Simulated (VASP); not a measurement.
Here is a VASP 6.6.1 calculation.

Contents of INCAR:

```
PREC = Accurate
ENCUT = 520
EDIFF = 1E-6
ISMEAR = 0
SIGMA = 0.05
LREAL = False
LASPH = True
NELM = 150
ALGO = Normal
ISIF = 2
LWAVE = False
LCHARG = False
ISPIN = 2
MAGMOM = 8.28
LORBIT = 11
LMAXMIX = 6
LDAU = True
LDAUTYPE = 2
LDAUL = 3
LDAUU = 6
LDAUJ = 0
LDAUPRINT = 1
GGA = PE
NBANDS = 19
```

KPOINTS

```
Automatic mesh
0
Gamma
  8 8 8
```

POSCAR

```
Gd
1.0
    0.0000000000      2.6406107987      2.6406107987
    2.6406107987      0.0000000000      2.6406107987
    2.6406107987      2.6406107987      0.0000000000
Gd
1
Direct
    0.0000000000      0.0000000000      0.0000000000
```

Potentials or basis: VASP PAW PBE potentials, release 64 (Gd).

Launch:

```bash
$ cat potpaw_PBE.64/Gd/POTCAR > POTCAR
$ mpirun -np 1 vasp_std > vasp.out
```

(1) What does it give for the pressure?

(2) Estimate the net moment.

Results:

(1) -2.4 GPa.

(2) 7.84 μB per cell.
